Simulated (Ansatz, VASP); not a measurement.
## One calculation of Pt, two programs

The input POSCAR:

```
Pt
1.0
    0.0000000000     -3.1389727827      0.0000000000
   -3.1389727827      0.0000000000      0.0000000000
    0.0000000000      0.0000000000     -3.1389727827
Pt
2
Direct
    0.4724105475      0.4724105475      0.4724105475
    0.0275894525      0.0275894525      0.0275894525
```

File INCAR.step1:

```
PREC = Accurate
ENCUT = 520
ISMEAR = 0
SIGMA = 0.15
LREAL = F
LASPH = T
NELM = 60
NBANDS = 17
GGA = PE
ALGO = Normal
EDIFF = 1E-4
LWAVE = T
LCHARG = F
```

File INCAR.step2:

```
PREC = Accurate
ENCUT = 520
EDIFF = 1E-6
ISMEAR = 0
SIGMA = 0.15
LREAL = F
LASPH = T
NELM = 60
ALGO = Normal
ISIF = 2
LWAVE = F
LCHARG = T
METAGGA = R2SCAN
LMIXTAU = T
LELF = T
LVHAR = T
NBANDS = 17
ISTART = 1
```

KPOINTS

```
regular mesh
0
Gamma
  20 20 20
```

Input for Ansatz:

```yaml
crystal:
  lattice:
    - [0.0, -3.1389727827, 0.0]
    - [-3.1389727827, 0.0, 0.0]
    - [0.0, 0.0, -3.1389727827]
  atoms:
    - { symbol: Pt, position: [0.4724105475, 0.4724105475, 0.4724105475] }
    - { symbol: Pt, position: [0.0275894525, 0.0275894525, 0.0275894525] }
basis:
  ecutwfc: 500
kpoints:
  mp_grid: { grid: [20, 20, 20] }
hamiltonian:
  xc: r2scan
scf:
  occupations: { method: gaussian, width: 0.15 }
output:
  forces: true
  stress: true
  eigenvalues: true
```

Change from the starting cell: mode 4 (144.5 1/cm) frozen in, largest displacement +0.150 Å.

Alike in both runs: task single point; functional r2SCAN; k mesh 20 × 20 × 20; occupations gaussian, width 0.15 eV; no spin polarisation.

|  | VASP | Ansatz |
| --- | --- | --- |
| version | VASP 6.6.1 | Ansatz 0.2.0 |
| potentials or method | VASP PAW PBE potentials, release 64 (Pt), cutoff 520 eV | scalar-relativistic, plane waves, PAW |
| valence electrons in the cell | 20 | 36 |

```csv
,VASP,Ansatz,Ansatz less VASP
gap on the k mesh at the Fermi level (eV),none,none,-
pressure (GPa),11.2,10.5,-0.71
"traceless stress, the component that is largest in VASP (GPa)",6.58,6.53,-0.043
rms of the force components (eV/Å),1.866,1.846,-0.0202
```

VASP's potentials were made for PBE, not for r2SCAN. Atom by atom the forces differ by 0.020 eV/Å (rms over components). A gap of «none» marks a metal or a gap that the smearing closes. With one functional, cell and mesh, what is left measures potentials, basis and numerics. VASP's potentials hold 20 valence electrons a cell and Ansatz's 36, so a difference there can come from the potentials and not from the codes.

Spin-orbit coupling is off throughout.
